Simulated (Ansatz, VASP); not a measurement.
## ZnO in VASP and in Ansatz

```xyz
4
Lattice="3.1831 0.0000 0.0000 -1.5915 2.7566 0.0000 0.0000 0.0000 5.0976" Properties=species:S:1:pos:R:3 pbc="T T T"
Zn    0.0000    1.8377    0.0000
Zn    1.5915    0.9189    2.5488
O     0.0000    1.8377    1.9478
O     1.5915    0.9189    4.4966
```

Change from the starting cell: volume scaled by 0.94.

Alike in both runs: task single point; functional LDA; k mesh 8 × 8 × 5; occupations fermi-dirac, width 0.01 eV; no spin polarisation.

```csv
,VASP,Ansatz
version,VASP 6.6.1,Ansatz 0.2.0
potentials or method,"VASP PAW LDA potentials, release 64 (Zn, O), cutoff 520 eV","all-electron LAPW, scalar-relativistic"
```

Ansatz gave:

- gap on the k mesh at the Fermi level (eV): 0.85
- pressure (GPa): 2.2
- traceless stress, the component that is largest in VASP (GPa): 0.25
- rms of the force components (eV/Å): 0.025

Which values does VASP return?

gap on the k mesh at the Fermi level (eV): 0.84; pressure (GPa): 3.4; traceless stress, the component that is largest in VASP (GPa): 0.21; rms of the force components (eV/Å): 0.025.

LDA's correlation is that of Perdew and Zunger in VASP and of Perdew and Wang (1992) in Ansatz. Atom by atom the forces differ by 0.001 eV/Å (rms over components). Ansatz ran all-electron here, and VASP with PAW potentials.
